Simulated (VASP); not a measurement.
# CdTe (F-43m) in VASP: notebook, part 2 of 2

VASP 6.6.1.

## (5) Elastic constants, PBEsol

This run uses another cell than the first one, of 31.55 Å³/atom.

File INCAR:

```
PREC = Accurate
ENCUT = 600
EDIFF = 1E-8
ISMEAR = 0
SIGMA = 0.01
LREAL = F
LASPH = T
NELM = 80
ALGO = Normal
ISIF = 3
LWAVE = F
LCHARG = F
GGA = PS
NBANDS = 16
IBRION = 6
NFREE = 2
POTIM = 0.015
NSW = 1
```

File KPOINTS:

```
regular mesh
0
Gamma
  6 6 6
```

File POSCAR:

```
CdTe
1.0
    0.0000000000      3.1598816590      3.1598816590
    3.1598816590      0.0000000000      3.1598816590
    3.1598816590      3.1598816590      0.0000000000
Cd Te
1 1
Direct
    0.0000000000      0.0000000000      0.0000000000
    0.7500000000      0.7500000000      0.7500000000
```

Potentials or basis: VASP PAW PBE potentials, release 64 (Cd, Te).

Run with:

```bash
$ cat potpaw_PBE.64/Cd/POTCAR potpaw_PBE.64/Te/POTCAR > POTCAR
$ mpirun -np 1 vasp_std > vasp.out
```

OUTCAR:

```text
PREC = Accurate
   ENCUT = 600
   EDIFF = 1E-8
   ISMEAR = 0
   LREAL = F
   LASPH = T
   NELM = 80
   ISIF = 3
   GGA = PS
   IBRION = 6
   NFREE = 2
   POTIM = 0.015
   NSW = 1

 ion  position               nearest neighbor table
   1  0.000  0.000  0.000-   2 2.74   2 2.74   2 2.74   2 2.74
   2  0.750  0.750  0.750-   1 2.74   1 2.74   1 2.74   1 2.74

  LATTYP: Found a face centered cubic cell.
 ALAT       =     6.3197633180

  Lattice vectors:

 A1 = (   0.0000000000,   3.1598816590,   3.1598816590)
 A2 = (   3.1598816590,   0.0000000000,   3.1598816590)
 A3 = (   3.1598816590,   3.1598816590,   0.0000000000)

Analysis of symmetry for initial positions (statically):
=====================================================================
 Subroutine PRICEL returns:
 Original cell was already a primitive cell.

 Routine SETGRP: Setting up the symmetry group for a
 face centered cubic supercell.

 Subroutine GETGRP returns: Found 24 space group operations
 (whereof 24 operations were pure point group operations)
 out of a pool of 48 trial point group operations.

The static configuration has the point symmetry T_d .

Analysis of symmetry for dynamics (positions and initial velocities):
=====================================================================
 Subroutine PRICEL returns:
 Original cell was already a primitive cell.

 Routine SETGRP: Setting up the symmetry group for a
 face centered cubic supercell.
[... 809 lines left out ...]
  in kB       41.7894475     41.8493969     41.8493969      0.0000000     -3.3839454      0.0000000
  external PRESSURE =      41.8294138 kB  Pullay stress =       0.0000000 kB
[... 17 lines left out ...]
  FREE ENERGIE OF THE ION-ELECTRON SYSTEM (eV)
  ---------------------------------------------------
  free  energy   TOTEN  =        -5.4160035849 eV

  energy  without entropy=       -5.4160035849  energy(sigma->0) =       -5.41600358

 INTERNAL STRAIN TENSORS FROM STRAINED CELLS
 ============================================

 INTERNAL STRAIN TENSOR FOR ION    1 for displacements in x,y,z  (eV/Angst):
          X           Y           Z          XY          YZ          ZX
  --------------------------------------------------------------------------------
  x    -0.00000    -0.00000     0.00000     0.00000    -8.88393    -0.00000
  y    -0.00000    -0.00000    -0.00000     0.00000     0.00000    -8.88398
  z    -0.00000    -0.00000     0.00000    -8.88415     0.00000     0.00000

 INTERNAL STRAIN TENSORS FROM DISPLACED ATOMS
 ============================================

 INTERNAL STRAIN TENSOR FOR ION    1 for displacements in x,y,z  (eV/Angst):
          X           Y           Z          XY          YZ          ZX
  --------------------------------------------------------------------------------
  x    -0.00000     0.00000     0.00000     0.00000    -8.88377     0.00000
  y     0.00000    -0.00000     0.00000     0.00000     0.00000    -8.88377
  z     0.00000     0.00000    -0.00000    -8.88377     0.00000     0.00000

 INTERNAL STRAIN TENSOR FOR ION    2 for displacements in x,y,z  (eV/Angst):
          X           Y           Z          XY          YZ          ZX
  --------------------------------------------------------------------------------
  x    -0.00000    -0.00000    -0.00000     0.00000     8.90937     0.00000
  y     0.00000     0.00000     0.00000     0.00000     0.00000     8.90937
  z    -0.00000    -0.00000    -0.00000     8.90937     0.00000     0.00000

 Eigenvectors and eigenvalues of the dynamical matrix
 ----------------------------------------------------

   1 f  =    4.906856 THz    30.830687 2PiTHz  163.675103 cm-1    20.293117 meV
             X         Y         Z           dx          dy          dz
      0.000000  0.000000  0.000000     0.000000    0.729534    0.000000
      4.739822  4.739822  4.739822     0.000000   -0.683944    0.000000
[... 21 lines left out ...]
   6 f/i=    0.002840 THz     0.017845 2PiTHz    0.094737 cm-1     0.011746 meV
             X         Y         Z           dx          dy          dz
      0.000000  0.000000  0.000000     0.000000    0.000000   -0.683944
      4.739822  4.739822  4.739822     0.000000    0.000000   -0.729534

--------------------------------------------------------------------------------------------------------

 ELASTIC MODULI CONTR FROM IONIC RELAXATION (kBar)
 Direction    XX          YY          ZZ          XY          YZ          ZX
 --------------------------------------------------------------------------------
 XX          -0.0000     -0.0000     -0.0000      0.0000      0.0000     -0.0000
 YY          -0.0000     -0.0000     -0.0000      0.0000      0.0000     -0.0000
 ZZ          -0.0000     -0.0000     -0.0000      0.0000      0.0000     -0.0000
 XY           0.0000      0.0000      0.0000   -341.3585      0.0000      0.0000
 YZ           0.0000      0.0000      0.0000      0.0000   -341.3585      0.0000
 ZX          -0.0000     -0.0000     -0.0000      0.0000      0.0000   -341.3585
 --------------------------------------------------------------------------------

 TOTAL ELASTIC MODULI (kBar)
 Direction    XX          YY          ZZ          XY          YZ          ZX
 --------------------------------------------------------------------------------
 XX         653.8355    518.4694    518.4694      0.0000      0.0000     -0.0000
 YY         518.4694    653.8355    518.4694      0.0000      0.0000     -0.0000
 ZZ         518.4694    518.4694    653.8355      0.0000      0.0000     -0.0000
 XY           0.0000      0.0000      0.0000    176.9092     -0.0000      0.0000
 YZ           0.0000      0.0000      0.0000     -0.0000    176.9092      0.0000
 ZX          -0.0000     -0.0000     -0.0000      0.0000      0.0000    176.9092
 --------------------------------------------------------------------------------
```

stdout:

```text
POSCAR found type information on POSCAR CdTe
 POSCAR found :  2 types and       2 ions
 scaLAPACK will be used
 -----------------------------------------------------------------------------
|                                                                             |
|                                                                             |
|     You enforced a specific xc type in the INCAR file but a different       |
|     I HOPE YOU KNOW WHAT YOU ARE DOING!                                     |
|                                                                             |
[... 33 lines left out ...]
 Finite differences progress:
 bond charge predicted
 Finite differences progress:
 bond charge predicted
 Finite differences progress:
 bond charge predicted
 Finite differences progress:
 bond charge predicted
 Finite differences progress:
 bond charge predicted
 Finite differences progress:
```

It took 18 min on 1 thread of Intel Xeon 8259CL, shared host; peak memory 0.31 GiB.

What came out:

```yaml
Elastic_constants_C11_C12_C44: 65, 52, 18 GPa
Voigt_bulk_modulus: 56 GPa
Highest_phonon_frequency_at_Γ_LO-TO_splitting_left_out: 164 cm⁻¹
```

Phonon frequencies in cm⁻¹ (negative: imaginary):
| q point | frequencies |
| --- | --- |
| (0.000, 0.000, 0.000) | 0 0 0 164 164 164 |

Elastic tensor in Voigt notation (GPa, in the Cartesian axes of the cell as first typed):
```
65 52 52  0  0  0
52 65 52  0  0  0
52 52 65  0  0  0
 0  0  0 18  0  0
 0  0  0  0 18  0
 0  0  0  0  0 18
```

Clamped-ion elastic tensor (GPa):
```
65 52 52  0  0  0
52 65 52  0  0  0
52 52 65  0  0  0
 0  0  0 52  0  0
 0  0  0  0 52  0
 0  0  0  0  0 52
```

Caveat: the cell is under stress, which shifts elastic constants; the PAW data sets were made with another functional, which shifts forces and pressure a little; spin-orbit coupling is left out, which moves the levels of the heavy elements.

## (6) Elastic constants, PBEsol

This run uses another cell than the first one, of 32.72 Å³/atom.

Changes to INCAR since step 5:

```diff
@@ -7,3 +7,3 @@
 LASPH = T
-NELM = 80
+NELM = 60
 ALGO = Normal
```

File KPOINTS:

```
Automatic mesh
0
Gamma
  6 6 6
```

File POSCAR:

```
CdTe
1.0
    0.0000000000      3.1984000893      3.1984000893
    3.1984000893      0.0000000000      3.1984000893
    3.1984000893      3.1984000893      0.0000000000
Cd Te
1 1
Direct
    0.0000000000      0.0000000000      0.0000000000
    0.7500000000      0.7500000000      0.7500000000
```

Potentials or basis: VASP PAW PBE potentials, release 64 (Cd, Te).

Run with:

```bash
$ cat potpaw_PBE.64/Cd/POTCAR potpaw_PBE.64/Te/POTCAR > POTCAR
$ mpirun -np 1 vasp_std > vasp.out
```

OUTCAR:

```text
PREC = Accurate
   ENCUT = 600
   EDIFF = 1E-8
   ISMEAR = 0
   LREAL = F
   LASPH = T
   NELM = 60
   ISIF = 3
   GGA = PS
   IBRION = 6
   NFREE = 2
   POTIM = 0.015
   NSW = 1

 ion  position               nearest neighbor table
   1  0.000  0.000  0.000-   2 2.77   2 2.77   2 2.77   2 2.77
   2  0.750  0.750  0.750-   1 2.77   1 2.77   1 2.77   1 2.77
[... 896 lines left out ...]
             X         Y         Z           dx          dy          dz
      0.000000  0.000000  0.000000    -0.000000   -0.000000   -0.728864
      4.797600  4.797600  4.797600    -0.000000    0.000000    0.684658
[... 21 lines left out ...]
   6 f/i=    0.001843 THz     0.011578 2PiTHz    0.061468 cm-1     0.007621 meV
             X         Y         Z           dx          dy          dz
      0.000000  0.000000  0.000000     0.074214   -0.197516    0.651334
      4.797600  4.797600  4.797600     0.079006   -0.210269    0.693389

--------------------------------------------------------------------------------------------------------

 ELASTIC MODULI CONTR FROM IONIC RELAXATION (kBar)
 Direction    XX          YY          ZZ          XY          YZ          ZX
 --------------------------------------------------------------------------------
 XX          -0.0000     -0.0000     -0.0000     -0.0000     -0.0000      0.0000
 YY          -0.0000     -0.0000     -0.0000     -0.0000     -0.0000     -0.0000
 ZZ          -0.0000     -0.0000     -0.0000     -0.0000     -0.0000      0.0000
 XY          -0.0000     -0.0000     -0.0000   -260.8738     -0.0000     -0.0000
 YZ          -0.0000     -0.0000     -0.0000     -0.0000   -260.8738      0.0000
 ZX           0.0000     -0.0000      0.0000     -0.0000      0.0000   -260.8738
 --------------------------------------------------------------------------------

 TOTAL ELASTIC MODULI (kBar)
 Direction    XX          YY          ZZ          XY          YZ          ZX
 --------------------------------------------------------------------------------
 XX         594.7449    441.1774    441.1774      0.0000     -0.0000     -0.0000
 YY         441.1774    594.7449    441.1774     -0.0000      0.0000     -0.0000
 ZZ         441.1774    441.1774    594.7449     -0.0000     -0.0000      0.0000
 XY           0.0000     -0.0000     -0.0000    189.0372     -0.0000     -0.0000
 YZ          -0.0000      0.0000     -0.0000     -0.0000    189.0372      0.0000
 ZX          -0.0000     -0.0000      0.0000     -0.0000      0.0000    189.0372
 --------------------------------------------------------------------------------
```

OSZICAR:

```text
N       E                     dE             d eps       ncg     rms          rms(c)
DAV:   1     0.112148626580E+03    0.11215E+03   -0.92194E+03   512   0.111E+03
DAV:   2    -0.167487692838E+01   -0.11382E+03   -0.10692E+03   584   0.250E+02
[... 203 lines left out ...]
DAV:   2    -0.546237137438E+01   -0.56128E-03   -0.67222E-03  1608   0.448E-01    0.859E-02
DAV:   3    -0.546234317396E+01    0.28200E-04   -0.12353E-04  2056   0.731E-02    0.355E-02
DAV:   4    -0.546234285612E+01    0.31784E-06   -0.93501E-06  1736   0.215E-02    0.150E-02
DAV:   5    -0.546234297650E+01   -0.12038E-06   -0.90638E-07  1896   0.634E-03    0.413E-03
DAV:   6    -0.546234300277E+01   -0.26270E-07   -0.10073E-07  1904   0.183E-03    0.823E-04
DAV:   7    -0.546234300407E+01   -0.12994E-08   -0.15340E-08  1368   0.846E-04
  17 F= -.54623430E+01 E0= -.54623430E+01  d E =-.166452E-18
```

Run time: 17 min. Hardware: 1 thread of Intel Xeon 8259CL, shared host; peak memory 0.33 GiB.

What came out:

```
Elastic constants C11, C12, C44                         : 59, 44, 19 GPa
Voigt bulk modulus                                      : 49 GPa
Highest phonon frequency at Γ, LO-TO splitting left out : 154 cm⁻¹
```

Phonon frequencies in cm⁻¹ (negative: imaginary):
```tsv
q point	frequencies
(0.000, 0.000, 0.000)	0 0 0 154 154 154
```

Elastic tensor in Voigt notation (GPa, in the Cartesian axes of the cell as first typed):
```
59 44 44  0  0  0
44 59 44  0  0  0
44 44 59  0  0  0
 0  0  0 19  0  0
 0  0  0  0 19  0
 0  0  0  0  0 19
```

Clamped-ion elastic tensor (GPa):
```
59 44 44  0  0  0
44 59 44  0  0  0
44 44 59  0  0  0
 0  0  0 45  0  0
 0  0  0  0 45  0
 0  0  0  0  0 45
```

Caveat: the cell is under stress, which shifts elastic constants; the PAW data sets were made with another functional, which shifts forces and pressure a little; spin-orbit coupling is left out, which moves the levels of the heavy elements.
